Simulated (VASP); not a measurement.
# Si5C (P-6m2) in VASP: notebook

Si5C is run at these levels: PBE; tasks: single point, relaxation of cell and atoms.

All numbers are computed with VASP 6.6.1; they aren't measurements. Logs are shortened: lines on timing, memory, paths and dates and some standing lists are left out, and cuts for length are marked.

## Step 1: The cell of the first run

It takes space group P-6m2 (No. 187, hexagonal). The conventional cell has a = 2.772 Å, b = 2.772 Å, c = 12.046 Å, α = 90.00°, β = 90.00°, γ = 120.00°. Within 2.8 Å of Si (site symmetry 3m) lie 3 C at 2.01 Å and 7 Si at 2.42 to 2.77 Å. Si (site symmetry -6m2) has 12 Si at 2.77 to 2.81 Å within 3.7 Å. Within 4.1 Å of Si (site symmetry 3m) lie 18 Si at 2.77 to 4.07 Å and 1 C at 3.72 Å. C (site symmetry -6m2) has 6 Si at 2.01 Å and 6 C at 2.77 Å within 2.8 Å.

## Step 2: Single point, PBE

INCAR reads:

```
ALGO = Normal
EDIFF = 1E-6
ENCUT = 520
GGA = PE
ISIF = 2
ISMEAR = 0
LASPH = T
LCHARG = F
LREAL = F
LWAVE = F
NBANDS = 21
NELM = 60
PREC = Accurate
SIGMA = 0.1
```

KPOINTS reads:

```
k-points
0
Gamma
  6 6 2
```

POSCAR reads:

```
Si5C
1.0
    2.7720107816     -0.0000000029      0.0000000000
   -1.3860053883      2.4006317579      0.0000000000
    0.0000000000      0.0000000000     12.0458185363
Si C
5 1
Direct
    0.3333333333      0.6666666667      0.6005728035
    0.3333333333      0.6666666667      0.0000000000
    0.3333333333      0.6666666667      0.3994271965
    0.6666666667      0.3333333333      0.8086784392
    0.6666666667      0.3333333333      0.1913215608
    0.6666666667      0.3333333333      0.5000000000
```

Potentials or basis: VASP PAW PBE potentials, release 64 (Si, C).

Started as:

```bash
$ cat potpaw_PBE.64/Si/POTCAR potpaw_PBE.64/C/POTCAR > POTCAR
$ mpirun -np 1 vasp_std > vasp.out
```

OUTCAR:

```text
EDIFF = 1E-6
   ENCUT = 520
   GGA = PE
   ISIF = 2
   ISMEAR = 0
   LASPH = T
   LREAL = F
   NELM = 60
   PREC = Accurate

 ion  position               nearest neighbor table
   1  0.333  0.667  0.601-   6 2.01   6 2.01   6 2.01   3 2.42   4 2.97   4 2.97   4 2.97
   2  0.333  0.667  0.000-   4 2.81   5 2.81   4 2.81   5 2.81   4 2.81   5 2.81
   3  0.333  0.667  0.399-   6 2.01   6 2.01   6 2.01   1 2.42   5 2.97   5 2.97   5 2.97
   4  0.667  0.333  0.809-   2 2.81   2 2.81   2 2.81   1 2.97   1 2.97   1 2.97
   5  0.667  0.333  0.191-   2 2.81   2 2.81   2 2.81   3 2.97   3 2.97   3 2.97
   6  0.667  0.333  0.500-   1 2.01   3 2.01   1 2.01   3 2.01   1 2.01   3 2.01

  LATTYP: Found a hexagonal cell.
 ALAT       =     2.7720107816
 C/A-ratio  =     4.3455164808

  Lattice vectors:

 A1 = (   2.7720107816,  -0.0000000029,   0.0000000000)
 A2 = (  -1.3860053883,   2.4006317579,   0.0000000000)
 A3 = (   0.0000000000,   0.0000000000,  12.0458185363)

Analysis of symmetry for initial positions (statically):
=====================================================================
 Subroutine PRICEL returns:
 Original cell was already a primitive cell.

 Routine SETGRP: Setting up the symmetry group for a
 hexagonal supercell.

 Subroutine GETGRP returns: Found 12 space group operations
 (whereof 12 operations were pure point group operations)
 out of a pool of 24 trial point group operations.

The static configuration has the point symmetry D_3h.

Analysis of symmetry for dynamics (positions and initial velocities):
=====================================================================
 Subroutine PRICEL returns:
 Original cell was already a primitive cell.

 Routine SETGRP: Setting up the symmetry group for a
 hexagonal supercell.

 Subroutine GETGRP returns: Found 12 space group operations
 (whereof 12 operations were pure point group operations)
 out of a pool of 24 trial point group operations.

The dynamic configuration has the point symmetry D_3h.

 Subroutine INISYM returns: Found 12 space group operations
 (whereof 12 operations are pure point group operations),
 and found     1 'primitive' translations

----------------------------------------------------------------------------------------

                                     Primitive cell

  volume of cell :      80.1598

  direct lattice vectors                    reciprocal lattice vectors
     2.772010782 -0.000000003  0.000000000     0.360748958  0.208278507  0.000000000
    -1.386005388  2.400631758  0.000000000     0.000000000  0.416557016  0.000000000
     0.000000000  0.000000000 12.045818536     0.000000000  0.000000000  0.083016359

  length of vectors
     2.772010782  2.772010782 12.045818536     0.416557016  0.416557016  0.083016359

  position of ions in fractional coordinates (direct lattice)
     0.333333333  0.666666667  0.600572804
     0.333333333  0.666666667  0.000000000
     0.333333333  0.666666667  0.399427196
     0.666666667  0.333333333  0.808678439
     0.666666667  0.333333333  0.191321561
     0.666666667  0.333333333  0.500000000

  ion indices of the primitive-cell ions
   primitive index   ion index
                 1           1
                 2           2
                 3           3
                 4           4
                 5           5
                 6           6

----------------------------------------------------------------------------------------

 KPOINTS: k-points

Automatic generation of k-mesh.
 Grid dimensions read from file:
 generate k-points for:    6    6    2

 Generating k-lattice:

  Cartesian coordinates                     Fractional coordinates (reciprocal lattice)
     0.060124826  0.034713085  0.000000000     0.166666667  0.000000000  0.000000000
     0.000000000  0.069426169  0.000000000    -0.000000000  0.166666667  0.000000000
     0.000000000  0.000000000  0.041508180     0.000000000  0.000000000  0.500000000

  Length of vectors
     0.069426169  0.069426169  0.041508180

  Shift w.r.t. Gamma in fractional coordinates (k-lattice)
     0.000000000  0.000000000  0.000000000

 Subroutine IBZKPT returns following result:
 ===========================================

 Found     14 irreducible k-points:

 Following reciprocal coordinates:
            Coordinates               Weight
  0.000000  0.000000  0.000000      1.000000
  0.166667 -0.000000  0.000000      6.000000
  0.333333 -0.000000  0.000000      6.000000
  0.500000 -0.000000  0.000000      3.000000
  0.166667  0.166667  0.000000      6.000000
  0.333333  0.166667  0.000000     12.000000
  0.333333  0.333333  0.000000      2.000000
  0.000000  0.000000  0.500000      1.000000
  0.166667 -0.000000  0.500000      6.000000
  0.333333 -0.000000  0.500000      6.000000
  0.500000 -0.000000  0.500000      3.000000
  0.166667  0.166667  0.500000      6.000000
  0.333333  0.166667  0.500000     12.000000
  0.333333  0.333333  0.500000      2.000000
   k-points           NKPTS =     14   k-points in BZ     NKDIM =     14   number of bands    NBANDS=     21
   number of dos      NEDOS =    301   number of ions     NIONS =      6
   total plane-waves  NPLWV =  51840
   dimension x,y,z NGX =    24 NGY =   24 NGZ =   90
   dimension x,y,z NGXF=    48 NGYF=   48 NGZF=  180
   ions per type =               5   1
   NGX,Y,Z   is equivalent  to a cutoff of  14.39, 14.39, 12.42 a.u.
   NGXF,Y,Z  is equivalent  to a cutoff of  28.79, 28.79, 24.84 a.u.
 SYSTEM =  unknown system
   PREC   = accura    normal or accurate (medium, high low for compatibility)
   ISTART =      0    job   : 0-new  1-cont  2-samecut
   ICHARG =      2    charge: 1-file 2-atom 10-const
   ISPIN  =      1    spin polarized calculation?
   LNONCOLLINEAR =      F non collinear calculations
   LSORBIT =      F    spin-orbit coupling
   LASPH  =      T    aspherical Exc in radial PAW
   ENCUT  =  520.0 eV  38.22 Ry    6.18 a.u.   5.15  5.15 22.40*2*pi/ulx,y,z
   NELM   =     60;   NELMIN=  2; NELMDL= -5     # of ELM steps
   EDIFF  = 0.1E-05   stopping-criterion for ELM
   LREAL  =      F    real-space projection
   EDIFFG = 0.1E-04   stopping-criterion for IOM
   NSW    =      0    number of steps for IOM
   IBRION =     -1    ionic relax: 0-MD 1-quasi-New 2-CG
   NFREE  =      0    steps in history (QN), initial steepest desc. (CG)
   ISIF   =      2    stress and relaxation
   ISYM   =      2    0-nonsym 1-usesym 2-fastsym
   POTIM  = 0.5000    time-step for ionic-motion
   TEBEG  =    0.0;   TEEND  =   0.0 temperature during run
   PSTRESS=    0.0 pullay stress
   NELECT =      24.0000    total number of electrons
   NUPDOWN=      -1.0000    fix difference up-down
   EMIN   =  10.00;   EMAX   =-10.00  energy-range for DOS
   EFERMI =   0.00;   METHOD = LEGACY
   ISMEAR =     0;   SIGMA  =   0.10  broadening in eV -4-tet -1-fermi 0-gaus
   EFERMI_NEDOS =   21; number of points for ismear=-14 and -15
   IALGO  =     38    algorithm
   IMIX   =      4    mixing-type and parameters
     AMIX     =   0.40;   BMIX     =  1.00
     AMIX_MAG =   1.60;   BMIX_MAG =  1.00
  volume/ion in A,a.u.               =      13.36        90.16
  Fermi-wavevector in a.u.,A,eV,Ry     =   1.095199  2.069626 16.319652  1.199461
  Thomas-Fermi vector in A             =   2.231518
   LORBIT       =      0    0 simple, 1 ext, 2 COOP (PROOUT), +10 PAW based schemes
   GGA     = PE    functional components
   LHFCALC =     F    Hartree Fock is set to
   AEXX    =    0.0000 exact exchange contribution
   IVDW    =     0    specifies the selected vdW correction
   LEPSILON=     F    determine dielectric tensor
   LRPA    =     F    only Hartree local field effects (RPA)
 non-spin polarized calculation
 Gauss-broadening in eV      SIGMA  =   0.10
  energy-cutoff  :      520.00
  volume of cell :       80.16
 maximum number of plane-waves:      2170
 NGX is ok and might be reduce to    24
   NGX = 11   NGY = 11   NGZ = 45

 number of electron      24.0000001 magnetization

 Free energy of the ion-electron system (eV)
  ---------------------------------------------------
  ext. energy  EPLUGINS =         0.00000000
  ---------------------------------------------------
  free energy    TOTEN  =       -32.15669310 eV

  energy without entropy =      -32.15373882  energy(sigma->0) =      -32.15521596

 E-fermi :   9.6480     XC(G=0): -11.1934

 val. band max:        9.5449985986   @ k =   0.0000   0.0000   0.0000
 cond. band min:       9.7425675385   @ k =   0.5000  -0.0000   0.0000
 fundamental gap:      0.1975689399
 Fermi energy:         9.6480229968

 k-point     1 :       0.0000    0.0000    0.0000
  band No.  band energies     occupation
      1      -7.8390      2.00000
      2      -3.6673      2.00000
      3      -3.2115      2.00000
      4      -1.3502      2.00000
      5      -0.4372      2.00000
      6       3.8135      2.00000
[... 13 lines left out ...]
     20      18.8859      0.00000
     21      19.4447      0.00000

 k-point     2 :       0.1667   -0.0000    0.0000
  band No.  band energies     occupation
      1      -7.2206      2.00000
      2      -2.9714      2.00000
      3      -2.5275      2.00000
      4      -0.6795      2.00000
      5       0.2423      2.00000
      6       4.4584      2.00000
[... 13 lines left out ...]
     20      17.9334      0.00000
     21      18.0596      0.00000

 k-point     3 :       0.3333   -0.0000    0.0000
  band No.  band energies     occupation
      1      -5.4193      2.00000
      2      -0.9017      2.00000
      3      -0.5147      2.00000
      4       1.2822      2.00000
      5       1.9445      2.00000
      6       2.3451      2.00000
[... 13 lines left out ...]
     20      14.9829      0.00000
     21      16.2265      0.00000
[... 217 lines left out ...]
 k-point    13 :       0.3333    0.1667    0.5000
  band No.  band energies     occupation
      1      -3.7679      2.00000
      2       0.3380      2.00000
      3       0.9435      2.00000
      4       1.9434      2.00000
      5       2.3846      2.00000
      6       4.2996      2.00000
[... 13 lines left out ...]
     20      13.9956      0.00000
     21      15.4729      0.00000

 k-point    14 :       0.3333    0.3333    0.5000
  band No.  band energies     occupation
      1      -2.2157      2.00000
      2      -0.2007      2.00000
      3       1.8080      2.00000
      4       3.1959      2.00000
      5       4.1546      2.00000
      6       4.3529      2.00000
[... 13 lines left out ...]
     20      13.9631      0.00000
     21      14.4783      0.00000

------------------------ aborting loop because EDIFF is reached ----------------------------------------

  FORCE on cell =-STRESS in cart. coord.  units (eV):
  Direction    XX          YY          ZZ          XY          YZ          ZX
  --------------------------------------------------------------------------------------
  -------------------------------------------------------------------------------------
  Total       -0.0072997     -0.0072997     -0.1267839      0.0000000      0.0000000     -0.0000000
  in kB       -0.1459014     -0.1459014     -2.5340654      0.0000000      0.0000000     -0.0000000
  external PRESSURE =      -0.9419561 kB  Pullay stress =       0.0000000 kB

 VOLUME and BASIS-vectors are now :
 -----------------------------------------------------------------------------
  energy-cutoff  :      520.00
  volume of cell :       80.16
      direct lattice vectors                 reciprocal lattice vectors
     2.772010782 -0.000000003  0.000000000     0.360748958  0.208278507  0.000000000
    -1.386005388  2.400631758  0.000000000     0.000000000  0.416557016  0.000000000
     0.000000000  0.000000000 12.045818536     0.000000000  0.000000000  0.083016359

 POSITION                                       TOTAL-FORCE (eV/Angst)
 -----------------------------------------------------------------------------------
      0.00000      1.60042      7.23439         0.000000     -0.000000     -0.046554
      0.00000      1.60042      0.00000        -0.000000      0.000000      0.000000
      0.00000      1.60042      4.81143         0.000000     -0.000000      0.046554
      1.38601      0.80021      9.74119         0.000000      0.000000      0.004752
      1.38601      0.80021      2.30462        -0.000000      0.000000     -0.004752
      1.38601      0.80021      6.02291        -0.000000      0.000000      0.000000
 -----------------------------------------------------------------------------------
    total drift:                               -0.000000      0.000000      0.000000

  FREE ENERGIE OF THE ION-ELECTRON SYSTEM (eV)
  ---------------------------------------------------
  free  energy   TOTEN  =       -32.1566931018 eV

  energy  without entropy=      -32.1537388167  energy(sigma->0) =      -32.15521596
```

It took 16 s on 1 thread of Intel Xeon 6975P-C (Granite Rapids), shared host; peak memory 0.21 GiB.

Results:

- Free energy: -32.1567 eV
- Pressure: -0.1 GPa
- Largest force: 0.047 eV/Å
- Band gap on the k mesh: zero (bands 12 and 13 overlap by 9.13 eV)

Forces on the atoms (eV/Å):
```
Si   0.000  0.000 -0.047
Si   0.000  0.000  0.000
Si   0.000  0.000  0.047
Si   0.000  0.000  0.005
Si   0.000  0.000 -0.005
C    0.000  0.000  0.000
```

Caveat: the k points lie up to 0.44 Å⁻¹ apart, too coarse for converged energies and pressures of a metal.

## Step 3: Single point, PBE

This run uses another cell than the first one, of 14.80 Å³/atom.

INCAR reads:

```
PREC = Accurate
ENCUT = 520
EDIFF = 1E-7
ISMEAR = 0
SIGMA = 0.1
LREAL = False
LASPH = True
NELM = 80
ALGO = Normal
ISIF = 2
LWAVE = False
LCHARG = True
GGA = PE
LELF = True
LVHAR = True
NBANDS = 21
```

KPOINTS reads:

```
Automatic mesh
0
Gamma
  6 6 2
```

POSCAR reads:

```
Si5C
1.0
    2.7608573500      0.0000000000      0.0000000000
   -1.3804286700      2.3909726000      0.0000000000
    0.0000000000      0.0000000000     13.4513663100
Si C
5 1
Direct
    0.3333333300      0.6666666700      0.6666666700
    0.3333333300      0.6666666700      0.0000000000
    0.3333333300      0.6666666700      0.3333333300
    0.6666666700      0.3333333300      0.8333333300
    0.6666666700      0.3333333300      0.1666666700
    0.6666666700      0.3333333300      0.5000000000
```

Potentials or basis: VASP PAW PBE potentials, release 64 (Si, C).

Started as:

```bash
$ cat potpaw_PBE.64/Si/POTCAR potpaw_PBE.64/C/POTCAR > POTCAR
$ mpirun -np 1 vasp_std > vasp.out
```

It took 19 s on 1 thread of Intel Xeon 6975P-C (Granite Rapids), shared host; peak memory 0.22 GiB.

It converged, with:

```
Free energy            : -28.5173 eV
Pressure               : -8.8 GPa
Largest force          : 1.414 eV/Å
Band gap on the k mesh : zero (bands 12 and 13 overlap by 6.15 eV)
```

Forces on the atoms (eV/Å):
```
Si   0.000  0.000 -1.414
Si   0.000  0.000  0.000
Si   0.000  0.000  1.414
Si   0.000  0.000  0.130
Si   0.000  0.000 -0.130
C    0.000  0.000  0.000
```

Stress tensor (GPa, compression positive):
```
 -5.60   0.00   0.00
  0.00  -5.60   0.00
  0.00   0.00 -15.24
```

Levels at points of the mesh, in eV from the Fermi level:
| k point | band 10 | band 11 | band 12 | band 13 | band 14 | band 15 |
| --- | --- | --- | --- | --- | --- | --- |
| (0.00, 0.00, 0.00) | 3.34 | 3.34 | 3.71 | 4.96 | 8.08 | 8.08 |
| (0.50, 0.00, 0.00) | -3.81 | -1.75 | -1.26 | -1.14 | 0.75 | 1.81 |
| (0.00, 0.00, 0.50) | 1.52 | 3.34 | 3.34 | 6.49 | 8.08 | 8.08 |
| (0.50, 0.00, 0.50) | -2.99 | -2.46 | -2.38 | 0.65 | 0.72 | 1.81 |

Caveat: the k points lie up to 0.44 Å⁻¹ apart, too coarse for converged energies and pressures of a metal; forces of over 1 eV/Å act on the atoms, so gaps and moduli don't describe the material at rest.

## Step 4: Relaxation of cell and atoms, PBE

This run uses another cell than the first one, of 14.80 Å³/atom.

INCAR reads:

```
SYSTEM = Si5C
  PREC = Accurate
  ENCUT = 600
  EDIFF = 1E-7
  ISMEAR = 0
  SIGMA = 0.1
  LREAL = .FALSE.
  LASPH = .TRUE.
  NELM = 80
  ALGO = Normal
  ISIF = 3
  LWAVE = .FALSE.
  LCHARG = .FALSE.
  GGA = PE
  IBRION = 2
  NSW = 90
  EDIFFG = -0.04
```

KPOINTS reads:

```
Automatic mesh
0
G
  6 6 2
  0 0 0
```

POSCAR is that of step 3.

Started as:

```bash
$ cat potpaw_PBE.64/Si/POTCAR potpaw_PBE.64/C/POTCAR > POTCAR
$ mpirun -np 1 vasp_std > vasp.out
```

Wall time 3.8 min (1 thread of Intel Xeon 6975P-C (Granite Rapids), shared host); peak memory 0.24 GiB.

It converged, with:

```yaml
Free_energy: -32.4545 eV
Relaxed_volume: 12.90 Å³/atom
Relaxed_cell: a = 2.945 Å, b = 2.945 Å, c = 10.303 Å, α = 90.00°, β = 90.00°, γ = 120.00°
Space_group_after_relaxing_to_0.1_Å: P-6m2 (No. 187)
Energy_gained_by_relaxing: 662.2 meV/atom
Ionic_steps: 20
Pressure_after_relaxing: -0.1 GPa
Largest_force_after_relaxing: 0.017 eV/Å
Band_gap_on_the_k_mesh: zero (bands 12 and 13 overlap by 7.66 eV)
```

Forces in eV/Å, atoms in the order of the input:
```
Si   0.000  0.000 -0.016
Si   0.000  0.000  0.000
Si   0.000  0.000  0.016
Si   0.000  0.000  0.017
Si   0.000  0.000 -0.017
C    0.000  0.000  0.000
```

Stress tensor (GPa, compression positive):
```
-0.05  0.00  0.00
 0.00 -0.05  0.00
 0.00  0.00 -0.32
```

Step by step:
```tsv
step	energy change (eV)	largest force (eV/Å)	pressure (GPa)	volume (Å³)
1	0.0000	1.3793	-8.47	88.79
2	-0.7048	1.7933	0.02	79.04
3	-0.7564	1.8790	2.61	76.68
4	-0.7569	2.0473	9.48	72.06
5	-1.1154	2.1615	11.16	71.13
6	-2.7405	2.9609	22.92	67.59
7	-3.1299	2.6166	20.16	69.40
8	-3.1769	2.4431	19.03	70.27
9	-3.5437	1.9446	11.62	72.80
10	-3.8735	0.5583	-4.13	80.74
11	-3.8874	0.7134	-2.25	79.47
12	-3.8877	0.7477	-1.85	79.21
13	-3.9056	0.6714	-1.61	78.95
14	-3.9458	0.4507	-0.83	78.15
15	-3.9661	0.0763	0.96	76.57
16	-3.9684	0.1080	0.50	76.94
17	-3.9717	0.0808	0.31	77.11
18	-3.9728	0.1039	0.13	77.27
19	-3.9728	0.1054	0.12	77.28
20	-3.9731	0.0165	-0.14	77.39
```

Final structure:
```
Si C
1.0
     2.94496    0.00000    0.00000
    -1.47248    2.55041    0.00000
     0.00000    0.00000   10.30327
Si C
5 1
Cartesian
  0.0000 1.7003 6.3723
  0.0000 1.7003 0.0000
  0.0000 1.7003 3.9309
  1.4725 0.8501 8.3831
  1.4725 0.8501 1.9202
  1.4725 0.8501 5.1516
```

Levels at points of the mesh, in eV from the Fermi level:
```
           k point  band 8  band 9  band 10  band 11  band 12  band 13  band 14  band 15  band 16
(0.00, 0.00, 0.00)   -1.01   -1.01     4.06     4.30     5.21     5.21     6.03     6.04     6.18
(0.50, 0.00, 0.00)   -4.86   -3.59    -3.38    -3.21    -0.22     1.40     1.59     2.20     2.52
(0.00, 0.00, 0.50)   -1.01    0.19     1.39     4.39     5.14     5.14     5.96     5.96     6.83
(0.50, 0.00, 0.50)   -5.47   -3.21    -2.48    -2.43    -0.98    -0.15     1.25     2.11     2.86
```

Caveat: the k points lie up to 0.41 Å⁻¹ apart in the final cell, too coarse for converged energies and pressures of a metal; a cell axis changed by over 15 % at a fixed basis, so the end point is rough.

## Step 5: Overview

| task | cell | cutoff (eV) | gap on the mesh (eV) | pressure (GPa) | largest force (eV/Å) |
| --- | --- | --- | --- | --- | --- |
| single point | a = 2.772, b = 2.772, c = 12.046 Å, angles 90.0, 90.0, 120.0°, 6 atoms, atomic positions A | 520 | none | -0.1 | 0.05 |
| single point | a = 2.761, b = 2.761, c = 13.451 Å, angles 90.0, 90.0, 120.0°, 6 atoms, atomic positions B | 520 | none | -8.8 | 1.41 |
| relaxation of cell and atoms | relaxed from a = 2.761, b = 2.761, c = 13.451 Å, angles 90.0, 90.0, 120.0°, 6 atoms, atomic positions B | 600 | none | -0.1 | 0.02 |

Alike in all rows: level PBE; potentials or basis VASP PAW PBE potentials, release 64 (Si, C); no spin polarisation; k mesh 6 × 6 × 2; smearing gaussian 0.1 eV.

Caveats: all runs use coarse meshes; forces of over 1 eV/Å act on the atoms, so gaps and moduli don't describe the material at rest (at least some runs); a cell axis changed by over 15 % at a fixed basis, so the end point is rough (at least some runs).

Absolute energies hang on the potentials; compare differences alone.
